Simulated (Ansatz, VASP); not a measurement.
## Sn2TeO3 in VASP and in Ansatz

```xyz
6
Lattice="3.2770 0.0000 0.0000 -1.6385 2.8380 0.0000 0.0000 0.0000 12.2502" Properties=species:S:1:pos:R:3 pbc="T T T"
Sn    0.0000    0.0000    0.4971
Sn    0.0000    0.0000    5.3728
Te    0.0000    1.8920    8.3979
O     0.0000    1.8920    1.4779
O     1.6385    0.9460   11.7454
O     1.6385    0.9460    4.3594
```

Alike in both runs: functional PBE; k mesh 4 × 4 × 1; occupations gaussian, width 0.15 eV; no spin polarisation.

Ansatz relaxed the structure, and its values are those at the end. VASP's run is a single point on that final structure, the one shown.

```csv
,VASP,Ansatz
version,VASP 6.6.1,Ansatz 0.2.0
potentials or method,"VASP PAW PBE potentials, release 64 (Sn_d, Te, O), cutoff 520 eV","scalar-relativistic, plane waves, PAW"
valence electrons in the cell,52,62
```

```csv
,VASP,Ansatz,Ansatz less VASP
gap on the k mesh at the Fermi level (eV),none,none,-
pressure (GPa),0.6,0.3,-0.25
rms of the force components (eV/Å),0.023,0.013,-0.0099
```

A gap of «none» marks a metal or a gap that the smearing closes. VASP's potentials hold 52 valence electrons a cell and Ansatz's 62, so a difference there can come from the potentials and not from the codes.

The k mesh is coarse, so the values compare programs but aren't converged. Neither program's run includes spin-orbit coupling.
